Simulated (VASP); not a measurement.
# Cu (P2/m) in VASP: single point with PBE+D3(BJ)

Aim: the single point of Cu with PBE+D3(BJ).

Program: VASP 6.6.1. These are calculated values, not measurements. Logs are shortened: lines on timing, memory, paths and dates and some standing lists are left out, and cuts for length are marked.

**1. The cell of the first run**

It takes space group P2/m (No. 10, monoclinic). Conventional cell: a = 11.569 Å, b = 2.292 Å, c = 22.958 Å, α = 90.00°, β = 101.55°, γ = 90.00°. Within 3.0 Å of Cu (site symmetry 2/m) lie 2 Cu at 2.29 Å.

**2. Single point, PBE+D3(BJ)**

Input file INCAR:

```
PREC     = Accurate       # precision mode
ENCUT    = 520            # plane-wave cutoff, eV
EDIFF    = 1E-7           # SCF threshold, eV
ISMEAR   = 0              # smearing method
SIGMA    = 0.15           # smearing width, eV
LREAL    = False          # projectors in reciprocal space
LASPH    = True           # aspherical terms in the spheres
NELM     = 100            # most SCF steps
ALGO     = Fast           # electronic algorithm
ISIF     = 2              # what is computed and relaxed
LWAVE    = False          # write WAVECAR
LCHARG   = False          # write CHGCAR
GGA      = PE             # functional
IVDW     = 12             # dispersion correction
NBANDS   = 12             # bands
```

Input file KPOINTS:

```
regular mesh
0
Gamma
  6 25 3
```

Input file POSCAR:

```
Cu
1.0
  -11.5689547596      0.0000000000     -0.0000019255
    0.0000000000     -2.2922571009      0.0000000000
   -4.5951044178      0.0000000000     22.4933410912
Cu
1
Direct
    0.5066218325      0.5000000000      0.4833283999
```

Potentials or basis: VASP PAW PBE potentials, release 64 (Cu).

Command:

```console
cat potpaw_PBE.64/Cu/POTCAR > POTCAR
mpirun -np 1 vasp_std > vasp.out
```

OUTCAR:

```text
PREC = Accurate
   ENCUT = 520
   EDIFF = 1E-7
   ISMEAR = 0
   LREAL = False
   LASPH = True
   NELM = 100
   ISIF = 2
   GGA = PE
   IVDW = 12
 IVDW          = 12

 ion  position               nearest neighbor table
   1  0.507  0.500  0.483-

  LATTYP: Found a simple monoclinic cell.
 ALAT       =    11.5689547596
 B/A-ratio  =     0.1981386520
 C/A-ratio  =     1.9844406825
 COS(beta)  =    -0.2001533144

  Lattice vectors:

 A1 = ( -11.5689547596,   0.0000000000,  -0.0000019255)
 A2 = (   0.0000000000,   2.2922571009,   0.0000000000)
 A3 = (   4.5951044178,   0.0000000000, -22.4933410912)

Analysis of symmetry for initial positions (statically):
=====================================================================
 Subroutine PRICEL returns:
 Original cell was already a primitive cell.

 Routine SETGRP: Setting up the symmetry group for a
 simple monoclinic supercell.

 Subroutine GETGRP returns: Found  4 space group operations
 (whereof  2 operations were pure point group operations)
 out of a pool of  4 trial point group operations.

The static configuration has the point symmetry C_1h.
 The point group associated with its full space group is C_2h.

Analysis of symmetry for dynamics (positions and initial velocities):
=====================================================================
 Subroutine PRICEL returns:
 Original cell was already a primitive cell.

 Routine SETGRP: Setting up the symmetry group for a
 simple monoclinic supercell.

 Subroutine GETGRP returns: Found  4 space group operations
 (whereof  2 operations were pure point group operations)
 out of a pool of  4 trial point group operations.

The dynamic configuration has the point symmetry C_1h.
 The point group associated with its full space group is C_2h.

 Subroutine INISYM returns: Found  4 space group operations
 (whereof  2 operations are pure point group operations),
 and found     1 'primitive' translations

----------------------------------------------------------------------------------------

                                     Primitive cell

  volume of cell :     596.5014

  direct lattice vectors                    reciprocal lattice vectors
   -11.568954760  0.000000000 -0.000001926    -0.086438229  0.000000000 -0.017658234
     0.000000000 -2.292257101  0.000000000     0.000000000 -0.436251239  0.000000000
    -4.595104418  0.000000000 22.493341091    -0.000000007  0.000000000  0.044457600

  length of vectors
    11.568954760  2.292257101 22.957904479     0.088223471  0.436251239  0.044457600

  position of ions in fractional coordinates (direct lattice)
     0.506621833  0.500000000  0.483328400

  ion indices of the primitive-cell ions
   primitive index   ion index
                 1           1

----------------------------------------------------------------------------------------

 KPOINTS: regular mesh

Automatic generation of k-mesh.
 Grid dimensions read from file:
 generate k-points for:    6   25    3

 Generating k-lattice:

  Cartesian coordinates                     Fractional coordinates (reciprocal lattice)
    -0.014406372  0.000000000 -0.002943039     0.166666667  0.000000000  0.000000000
     0.000000000 -0.017450050  0.000000000     0.000000000  0.040000000  0.000000000
    -0.000000002  0.000000000  0.014819200    -0.000000000  0.000000000  0.333333333

  Length of vectors
     0.014703912  0.017450050  0.014819200

  Shift w.r.t. Gamma in fractional coordinates (k-lattice)
     0.000000000  0.000000000  0.000000000

 Subroutine IBZKPT returns following result:
 ===========================================

 Found    130 irreducible k-points:

 Following reciprocal coordinates:
            Coordinates               Weight
  0.000000  0.000000  0.000000      1.000000
  0.166667  0.000000 -0.000000      2.000000
  0.333333  0.000000  0.000000      2.000000
  0.500000  0.000000 -0.000000      1.000000
  0.000000  0.040000  0.000000      2.000000
  0.166667  0.040000 -0.000000      4.000000
[... 16 lines left out ...]
  0.333333  0.200000  0.000000      4.000000
  0.500000  0.200000 -0.000000      2.000000
 [... further k-points ...]
   k-points           NKPTS =    130   k-points in BZ     NKDIM =    130   number of bands    NBANDS=     12
   number of dos      NEDOS =    301   number of ions     NIONS =      1
   total plane-waves  NPLWV = 291600
   dimension x,y,z NGX =    90 NGY =   18 NGZ =  180
   dimension x,y,z NGXF=   180 NGYF=   36 NGZF=  360
   ions per type =               1
   NGX,Y,Z   is equivalent  to a cutoff of  12.93, 13.05, 13.03 a.u.
   NGXF,Y,Z  is equivalent  to a cutoff of  25.87, 26.11, 26.07 a.u.
 SYSTEM =  unknown system
   PREC   = accura    normal or accurate (medium, high low for compatibility)
   ISTART =      0    job   : 0-new  1-cont  2-samecut
   ICHARG =      2    charge: 1-file 2-atom 10-const
   ISPIN  =      1    spin polarized calculation?
   LNONCOLLINEAR =      F non collinear calculations
   LSORBIT =      F    spin-orbit coupling
   LASPH  =      T    aspherical Exc in radial PAW
   ENCUT  =  520.0 eV  38.22 Ry    6.18 a.u.  21.51  4.26 42.69*2*pi/ulx,y,z
   NELM   =    100;   NELMIN=  2; NELMDL= -5     # of ELM steps
   EDIFF  = 0.1E-06   stopping-criterion for ELM
   LREAL  =      F    real-space projection
   EDIFFG = 0.1E-05   stopping-criterion for IOM
   NSW    =      0    number of steps for IOM
   IBRION =     -1    ionic relax: 0-MD 1-quasi-New 2-CG
   NFREE  =      0    steps in history (QN), initial steepest desc. (CG)
   ISIF   =      2    stress and relaxation
   ISYM   =      2    0-nonsym 1-usesym 2-fastsym
   POTIM  = 0.5000    time-step for ionic-motion
   TEBEG  =    0.0;   TEEND  =   0.0 temperature during run
   PSTRESS=    0.0 pullay stress
   NELECT =      11.0000    total number of electrons
   NUPDOWN=      -1.0000    fix difference up-down
   EMIN   =  10.00;   EMAX   =-10.00  energy-range for DOS
   EFERMI =   0.00;   METHOD = LEGACY
   ISMEAR =     0;   SIGMA  =   0.15  broadening in eV -4-tet -1-fermi 0-gaus
   EFERMI_NEDOS =   21; number of points for ismear=-14 and -15
   IALGO  =     68    algorithm
   IMIX   =      4    mixing-type and parameters
     AMIX     =   0.40;   BMIX     =  1.00
     AMIX_MAG =   1.60;   BMIX_MAG =  1.00
  volume/ion in A,a.u.               =     596.50      4025.39
  Fermi-wavevector in a.u.,A,eV,Ry     =   0.432516  0.817336  2.545240  0.187070
  Thomas-Fermi vector in A             =   1.402345
   LORBIT       =      0    0 simple, 1 ext, 2 COOP (PROOUT), +10 PAW based schemes
   GGA     = PE    functional components
   LHFCALC =     F    Hartree Fock is set to
   AEXX    =    0.0000 exact exchange contribution
   IVDW    =    12    specifies the selected vdW correction
   LEPSILON=     F    determine dielectric tensor
   LRPA    =     F    only Hartree local field effects (RPA)
 non-spin polarized calculation
 RMM-DIIS sequential band-by-band and
 Gauss-broadening in eV      SIGMA  =   0.15
  energy-cutoff  :      520.00
  volume of cell :      596.50
 maximum number of plane-waves:     16120
 NGX is ok and might be reduce to    90
   NGX = 43   NGY =  9   NGZ = 85

 number of electron      11.0000000 magnetization

 Free energy of the ion-electron system (eV)
  ---------------------------------------------------
  ext. energy  EPLUGINS =         0.00000000
  ---------------------------------------------------
  free energy    TOTEN  =        -1.75876488 eV

  energy without entropy =       -1.74345843  energy(sigma->0) =       -1.75111166

 E-fermi :  -4.9317     XC(G=0):  -0.7300

 val. band max:       -5.0424607460   @ k =   0.1667   0.0000   0.3333
 cond. band min:      -4.8100351733   @ k =  -0.0000   0.2800   0.3333
 fundamental gap:      0.2324255726
 Fermi energy:        -4.9316775021

 k-point     1 :       0.0000    0.0000    0.0000
  band No.  band energies     occupation
      1      -8.2844      2.00000
      2      -6.0384      2.00000
      3      -5.8366      2.00000
      4      -5.8366      2.00000
      5      -5.0425      1.70375
      6      -5.0425      1.70374
      7      -2.0492      0.00000
      8      -2.0409      0.00000
      9      -0.0187      0.00000
     10       0.3982      0.00000
     11       0.4828      0.00000
     12       0.8924      0.00000

 k-point     2 :       0.1667    0.0000   -0.0000
  band No.  band energies     occupation
      1      -8.2844      2.00000
      2      -6.0383      2.00000
      3      -5.8366      2.00000
      4      -5.8366      2.00000
      5      -5.0425      1.70375
      6      -5.0425      1.70375
      7      -2.0488      0.00000
      8      -2.0447      0.00000
      9       0.0295      0.00000
     10       0.4224      0.00000
     11       0.5176      0.00000
     12       0.8395      0.00000

 k-point     3 :       0.3333    0.0000    0.0000
  band No.  band energies     occupation
      1      -8.2844      2.00000
      2      -6.0383      2.00000
      3      -5.8366      2.00000
      4      -5.8366      2.00000
      5      -5.0425      1.70375
      6      -5.0425      1.70374
      7      -2.0524      0.00000
      8      -2.0480      0.00000
      9       0.1603      0.00000
     10       0.4840      0.00000
     11       0.6206      0.00000
     12       0.6408      0.00000
[... 286 lines left out ...]
 k-point    23 :       0.3333    0.2000    0.0000
  band No.  band energies     occupation
      1      -6.9817      2.00000
      2      -5.7678      2.00000
      3      -5.7678      2.00000
      4      -5.7056      2.00000
      5      -5.7056      2.00000
      6      -5.4967      2.00000
      7      -0.6074      0.00000
      8      -0.6008      0.00000
      9       1.2886      0.00000
     10       1.6314      0.00000
     11       1.7615      0.00000
     12       1.8043      0.00000

 k-point    24 :       0.5000    0.2000   -0.0000
  band No.  band energies     occupation
      1      -6.9817      2.00000
      2      -5.7678      2.00000
      3      -5.7678      2.00000
      4      -5.7056      2.00000
      5      -5.7056      2.00000
      6      -5.4967      2.00000
      7      -0.6128      0.00000
      8      -0.6002      0.00000
      9       1.4083      0.00000
     10       1.6390      0.00000
     11       1.6827      0.00000
     12       1.8270      0.00000

 [... further k-points ...]

------------------------ aborting loop because EDIFF is reached ----------------------------------------

 Edisp (eV)   -0.04114

 E8    (eV) :    -0.0193

  FORCE on cell =-STRESS in cart. coord.  units (eV):
  Direction    XX          YY          ZZ          XY          YZ          ZX
  --------------------------------------------------------------------------------------
  -------------------------------------------------------------------------------------
  Total      -0.01322     0.09361    -0.01271     0.00000     0.00000     0.00005
  in kB      -0.03550     0.25143    -0.03413     0.00000     0.00000     0.00013
  external pressure =        0.06 kB  Pullay stress =        0.00 kB

 VOLUME and BASIS-vectors are now :
 -----------------------------------------------------------------------------
  energy-cutoff  :      520.00
  volume of cell :      596.50
      direct lattice vectors                 reciprocal lattice vectors
   -11.568954760  0.000000000 -0.000001926    -0.086438229  0.000000000 -0.017658234
     0.000000000 -2.292257101  0.000000000     0.000000000 -0.436251239  0.000000000
    -4.595104418  0.000000000 22.493341091    -0.000000007  0.000000000  0.044457600

 POSITION                                       TOTAL-FORCE (eV/Angst)
 -----------------------------------------------------------------------------------
     -8.08203     -1.14613     10.87167        -0.000000      0.000000      0.000000
 -----------------------------------------------------------------------------------
    total drift:                               -0.000316     -0.000000      0.000019

  FREE ENERGIE OF THE ION-ELECTRON SYSTEM (eV)
  ---------------------------------------------------
  free  energy   TOTEN  =        -1.7999084541 eV

  energy  without entropy=       -1.7846020033  energy(sigma->0) =       -1.79225523
```

Wall time 24 min (1 thread of Intel Xeon Platinum 8259CL at 2.50GHz (Skylake/Cascade Lake), shared host); peak memory 1.3 GiB.

What came out:

- Free energy: -1.7999 eV
- Pressure: 0.0 GPa
- Dispersion energy per atom: -0.041 eV

Caveat: pairwise dispersion overbinds metals, which lowers pressure and volume.
